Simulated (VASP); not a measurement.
# WC (P-6m2) in VASP: further runs, part 2 of 3

VASP 6.6.1. The steps go on from the part before.

## (3) Single point, PBE

INCAR

```
SYSTEM = WC
ALGO = Normal ; EDIFF = 1E-6
ENCUT = 600 ; GGA = PE
GGA_COMPAT = .FALSE. ; ISIF = 2
ISMEAR = 1 ; LASPH = .TRUE.
LCHARG = .FALSE. ; LREAL = .FALSE.
LWAVE = .FALSE. ; NBANDS = 16
NELM = 120 ; PREC = Accurate
SIGMA = 0.3
```

KPOINTS

```
k-points
0
G
  11 11 10
  0 0 0
```

POSCAR

```
WC
1.0
    2.9065000000      0.0000000000      0.0000000000
   -1.4532500000      2.5171028400      0.0000000000
    0.0000000000      0.0000000000      2.8366000000
W C
1 1
Direct
    0.0000000000      0.0000000000      0.0000000000
    0.6666666667      0.3333333333      0.5000000000
```

Potentials or basis: VASP PAW PBE potentials, release 64 (W_sv, C).

Run with:

```bash
cat potpaw_PBE.64/W_sv/POTCAR potpaw_PBE.64/C/POTCAR > POTCAR
mpirun -np 1 vasp_std > vasp.out
```

OUTCAR:

```text
SYSTEM = WC
   EDIFF = 1E-6
   ENCUT = 600
   GGA = PE
   ISIF = 2
   ISMEAR = 1
   LASPH = .TRUE.
   LREAL = .FALSE.
   NELM = 120
   PREC = Accurate

 ion  position               nearest neighbor table
   1  0.000  0.000  0.000-   2 2.20   2 2.20   2 2.20   2 2.20   2 2.20   2 2.20
   2  0.667  0.333  0.500-   1 2.20   1 2.20   1 2.20   1 2.20   1 2.20   1 2.20

  LATTYP: Found a hexagonal cell.
 ALAT       =     2.9065000000
 C/A-ratio  =     0.9759504559

  Lattice vectors:

 A1 = (   2.9065000000,   0.0000000000,   0.0000000000)
 A2 = (  -1.4532500000,   2.5171028400,   0.0000000000)
 A3 = (   0.0000000000,   0.0000000000,   2.8366000000)

Analysis of symmetry for initial positions (statically):
=====================================================================
 Subroutine PRICEL returns:
 Original cell was already a primitive cell.

 Routine SETGRP: Setting up the symmetry group for a
 hexagonal supercell.

 Subroutine GETGRP returns: Found 12 space group operations
 (whereof 12 operations were pure point group operations)
 out of a pool of 24 trial point group operations.

The static configuration has the point symmetry D_3h.

Analysis of symmetry for dynamics (positions and initial velocities):
=====================================================================
 Subroutine PRICEL returns:
 Original cell was already a primitive cell.

 Routine SETGRP: Setting up the symmetry group for a
 hexagonal supercell.

 Subroutine GETGRP returns: Found 12 space group operations
 (whereof 12 operations were pure point group operations)
 out of a pool of 24 trial point group operations.

The dynamic configuration has the point symmetry D_3h.

 Subroutine INISYM returns: Found 12 space group operations
 (whereof 12 operations are pure point group operations),
 and found     1 'primitive' translations

----------------------------------------------------------------------------------------

                                     Primitive cell

  volume of cell :      20.7525

  direct lattice vectors                    reciprocal lattice vectors
     2.906500000  0.000000000  0.000000000     0.344056425  0.198641069  0.000000000
    -1.453250000  2.517102840  0.000000000     0.000000000  0.397282139  0.000000000
     0.000000000  0.000000000  2.836600000     0.000000000  0.000000000  0.352534725

  length of vectors
     2.906500000  2.906500003  2.836600000     0.397282139  0.397282139  0.352534725

  position of ions in fractional coordinates (direct lattice)
     0.000000000  0.000000000  0.000000000
     0.666666667  0.333333333  0.500000000

  ion indices of the primitive-cell ions
   primitive index   ion index
                 1           1
                 2           2

----------------------------------------------------------------------------------------

 KPOINTS: k-points

Automatic generation of k-mesh.
 Grid dimensions read from file:
 generate k-points for:   11   11   10

 Generating k-lattice:

  Cartesian coordinates                     Fractional coordinates (reciprocal lattice)
     0.031277857  0.018058279  0.000000000     0.090909091 -0.000000000  0.000000000
     0.000000000  0.036116558  0.000000000     0.000000000  0.090909091  0.000000000
     0.000000000  0.000000000  0.035253472     0.000000000  0.000000000  0.100000000

  Length of vectors
     0.036116558  0.036116558  0.035253472

  Shift w.r.t. Gamma in fractional coordinates (k-lattice)
     0.000000000  0.000000000  0.000000000

 Subroutine IBZKPT returns following result:
 ===========================================

 Found     96 irreducible k-points:

 Following reciprocal coordinates:
            Coordinates               Weight
  0.000000  0.000000  0.000000      1.000000
  0.090909 -0.000000  0.000000      6.000000
  0.181818  0.000000  0.000000      6.000000
  0.272727  0.000000  0.000000      6.000000
  0.363636 -0.000000  0.000000      6.000000
  0.454545  0.000000  0.000000      6.000000
[... 16 lines left out ...]
  0.090909  0.090909  0.100000     12.000000
  0.181818  0.090909  0.100000     24.000000
 [... further k-points ...]
   k-points           NKPTS =     96   k-points in BZ     NKDIM =     96   number of bands    NBANDS=     16
   number of dos      NEDOS =    301   number of ions     NIONS =      2
   total plane-waves  NPLWV =  13824
   dimension x,y,z NGX =    24 NGY =   24 NGZ =   24
   dimension x,y,z NGXF=    48 NGYF=   48 NGZF=   48
   ions per type =               1   1
   NGX,Y,Z   is equivalent  to a cutoff of  13.73, 13.73, 14.07 a.u.
   NGXF,Y,Z  is equivalent  to a cutoff of  27.46, 27.46, 28.13 a.u.
 SYSTEM =  WC
   PREC   = accura    normal or accurate (medium, high low for compatibility)
   ISTART =      0    job   : 0-new  1-cont  2-samecut
   ICHARG =      2    charge: 1-file 2-atom 10-const
   ISPIN  =      1    spin polarized calculation?
   LNONCOLLINEAR =      F non collinear calculations
   LSORBIT =      F    spin-orbit coupling
   LASPH  =      T    aspherical Exc in radial PAW
   ENCUT  =  600.0 eV  44.10 Ry    6.64 a.u.   5.81  5.81  5.67*2*pi/ulx,y,z
   NELM   =    120;   NELMIN=  2; NELMDL= -5     # of ELM steps
   EDIFF  = 0.1E-05   stopping-criterion for ELM
   LREAL  =      F    real-space projection
   EDIFFG = 0.1E-04   stopping-criterion for IOM
   NSW    =      0    number of steps for IOM
   IBRION =     -1    ionic relax: 0-MD 1-quasi-New 2-CG
   NFREE  =      0    steps in history (QN), initial steepest desc. (CG)
   ISIF   =      2    stress and relaxation
   ISYM   =      2    0-nonsym 1-usesym 2-fastsym
   POTIM  = 0.5000    time-step for ionic-motion
   TEBEG  =    0.0;   TEEND  =   0.0 temperature during run
   PSTRESS=    0.0 pullay stress
   NELECT =      18.0000    total number of electrons
   NUPDOWN=      -1.0000    fix difference up-down
   EMIN   =  10.00;   EMAX   =-10.00  energy-range for DOS
   EFERMI =   0.00;   METHOD = LEGACY
   ISMEAR =     1;   SIGMA  =   0.30  broadening in eV -4-tet -1-fermi 0-gaus
   EFERMI_NEDOS =   21; number of points for ismear=-14 and -15
   IALGO  =     38    algorithm
   IMIX   =      4    mixing-type and parameters
     AMIX     =   0.40;   BMIX     =  1.00
     AMIX_MAG =   1.60;   BMIX_MAG =  1.00
  volume/ion in A,a.u.               =      10.38        70.02
  Fermi-wavevector in a.u.,A,eV,Ry     =   1.561262  2.950358 33.164744  2.437540
  Thomas-Fermi vector in A             =   2.664353
   LORBIT       =      0    0 simple, 1 ext, 2 COOP (PROOUT), +10 PAW based schemes
   GGA     = PE    functional components
   LHFCALC =     F    Hartree Fock is set to
   AEXX    =    0.0000 exact exchange contribution
   IVDW    =     0    specifies the selected vdW correction
   LEPSILON=     F    determine dielectric tensor
   LRPA    =     F    only Hartree local field effects (RPA)
 non-spin polarized calculation
 Methfessel and Paxton  Order N= 1 SIGMA  =   0.30
  energy-cutoff  :      600.00
  volume of cell :       20.75
 maximum number of plane-waves:       704
 NGX is ok and might be reduce to    24
   NGX = 11   NGY = 11   NGZ = 11

 number of electron      18.0000000 magnetization

 Free energy of the ion-electron system (eV)
  ---------------------------------------------------
  ext. energy  EPLUGINS =         0.00000000
  ---------------------------------------------------
  free energy    TOTEN  =       -22.44369826 eV

  energy without entropy =      -22.44425446  energy(sigma->0) =      -22.44388366

 E-fermi :  11.1168     XC(G=0): -13.8000

 val. band max:       11.0665271086   @ k =   0.4545   0.0909   0.5000
 cond. band min:      11.1334988748   @ k =   0.2727   0.2727   0.0000
 fundamental gap:      0.0669717662
 Fermi energy:        11.1168486372

 k-point     1 :       0.0000    0.0000    0.0000
  band No.  band energies     occupation
      1     -62.9281      2.00000
      2     -26.9082      2.00000
      3     -26.8067      2.00000
      4     -26.8067      2.00000
      5      -3.3717      2.00000
      6       6.7650      2.00000
[... 8 lines left out ...]
     15      25.4234      0.00000
     16      27.8167      0.00000
[... 419 lines left out ...]
 k-point    24 :       0.1818    0.0909    0.1000
  band No.  band energies     occupation
      1     -62.8969      2.00000
      2     -27.1791      2.00000
      3     -26.9270      2.00000
      4     -26.9050      2.00000
      5      -1.8193      2.00000
      6       5.8251      2.00000
[... 8 lines left out ...]
     15      24.6305      0.00000
     16      28.8830      0.00000

 [... further k-points ...]

------------------------ aborting loop because EDIFF is reached ----------------------------------------

  FORCE on cell =-STRESS in cart. coord.  units (eV):
  Direction    XX          YY          ZZ          XY          YZ          ZX
  --------------------------------------------------------------------------------------
  -------------------------------------------------------------------------------------
  Total        0.8698494      0.8698494      0.8368815      0.0000000     -0.0000000      0.0000000
  in kB       67.1560661     67.1560663     64.6108079      0.0000000     -0.0000000      0.0000000
  external PRESSURE =      66.3076468 kB  Pullay stress =       0.0000000 kB

 VOLUME and BASIS-vectors are now :
 -----------------------------------------------------------------------------
  energy-cutoff  :      600.00
  volume of cell :       20.75
      direct lattice vectors                 reciprocal lattice vectors
     2.906500000  0.000000000  0.000000000     0.344056425  0.198641069  0.000000000
    -1.453250000  2.517102840  0.000000000     0.000000000  0.397282139  0.000000000
     0.000000000  0.000000000  2.836600000     0.000000000  0.000000000  0.352534725

 POSITION                                       TOTAL-FORCE (eV/Angst)
 -----------------------------------------------------------------------------------
      0.00000      0.00000      0.00000        -0.000000      0.000000      0.000000
      1.45325      0.83903      1.41830         0.000000     -0.000000      0.000000
 -----------------------------------------------------------------------------------
    total drift:                                0.000000      0.000000      0.000000

  FREE ENERGIE OF THE ION-ELECTRON SYSTEM (eV)
  ---------------------------------------------------
  free  energy   TOTEN  =       -22.4436982622 eV

  energy  without entropy=      -22.4442544650  energy(sigma->0) =      -22.44388366
```

OSZICAR:

```text
N       E                     dE             d eps       ncg     rms          rms(c)
DAV:   1     0.117740512161E+03    0.11774E+03   -0.10338E+04  3072   0.139E+03
DAV:   2    -0.220205244902E+02   -0.13976E+03   -0.13469E+03  3632   0.354E+02
DAV:   3    -0.254975096790E+02   -0.34770E+01   -0.34639E+01  3448   0.527E+01
DAV:   4    -0.255163126817E+02   -0.18803E-01   -0.18802E-01  3912   0.438E+00
DAV:   5    -0.255164595540E+02   -0.14687E-03   -0.14687E-03  3440   0.366E-01    0.324E+01
DAV:   6    -0.225245945377E+02    0.29919E+01   -0.57333E+00  3672   0.258E+01    0.856E+00
DAV:   7    -0.224716795683E+02    0.52915E-01   -0.43192E-01  3208   0.503E+00    0.621E+00
DAV:   8    -0.224450302356E+02    0.26649E-01   -0.62778E-02  3432   0.214E+00    0.107E+00
DAV:   9    -0.224437582893E+02    0.12719E-02   -0.32386E-03  3376   0.432E-01    0.121E-01
DAV:  10    -0.224437009863E+02    0.57303E-04   -0.31298E-04  3664   0.200E-01    0.655E-02
DAV:  11    -0.224436992069E+02    0.17794E-05   -0.14807E-05  3480   0.346E-02    0.102E-02
DAV:  12    -0.224436982622E+02    0.94465E-06   -0.30697E-06  3320   0.158E-02
   1 F= -.22443698E+02 E0= -.22443884E+02  d E =0.556203E-03
```

It took 9.5 s on 1 thread of Intel Xeon 6975P-C (Granite Rapids), shared host; peak memory 0.16 GiB.

Results:

| Quantity | Value |
| --- | --- |
| Free energy | -22.4437 eV |
| Pressure | 6.6 GPa |
| Band gap on the k mesh | zero (bands 9 and 10 overlap by 1.23 eV) |

Stress tensor (GPa, compression positive):
```
6.72 0.00 0.00
0.00 6.72 0.00
0.00 0.00 6.46
```

Caveat: the cell stands under pressure; so wide a smearing shifts energies and pressures; spin-orbit coupling is left out, which moves the levels of the heavy elements.

(Part 2 of 3 ends here.)
